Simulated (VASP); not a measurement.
# Sn: relaxation of cell and atoms with PBE

Sn:

```xyz
1
Lattice="3.0887 0.0000 0.0000 0.0000 3.0887 0.0000 0.0000 0.0000 3.0887" Properties=species:S:1:pos:R:3 pbc="T T T"
Sn    0.0000    0.0000    0.0000
```

This isn't the form of Sn at room conditions, which is tetragonal (white tin).

| Item | Value |
| --- | --- |
| Program | VASP 6.6.1 |
| Task | relaxation of cell and atoms |
| Functional | PBE |
| Potentials or basis | VASP PAW PBE potentials, release 64 (Sn_d) |
| Cutoff | 600 eV |
| k mesh | 13 × 13 × 13 |
| Occupations | fermi-dirac, width 0.05 eV |
| Spin | non-collinear spin, zero start, spin-orbit coupling |
| Starting moments | [[0.0, 0.0, 0.0]] μB |
| Dipole correction | no |
| Further INCAR settings | ALGO = Normal; EDIFF = 1e-06; IBRION = 2; EDIFFG = -0.005; NSW = 45; ISIF = 3 |

```
Relaxed volume                                        : 29.48 Å³/atom
Relaxed cell                                          : a = 3.089 Å, b = 3.089 Å, c = 3.089 Å, α = 90.00°, β = 90.00°, γ = 90.00°
Space group after relaxing (to 0.1 Å)                 : Pm-3m (No. 221)
Energy gained by relaxing                             : 0.0 meV/atom
Ionic steps                                           : 3
Pressure after relaxing                               : 0.0 GPa
Net moment                                            : 0.00 μB per cell
Valence electrons inside the program's atomic spheres : Sn 12.20
```

Final structure:
```
Sn
1.0
     3.08907    0.00000    0.00000
     0.00000    3.08907    0.00000
     0.00000    0.00000    3.08907
Sn
1
Direct
  0.00000 0.00000 0.00000
```

Moments on the atoms (μB; x, y, z):
```
Sn  0.00 0.00 0.00
```

Run time: 6 min on 1 thread of Intel Xeon 8259CL, on a shared host, peak memory 0.3 GiB.
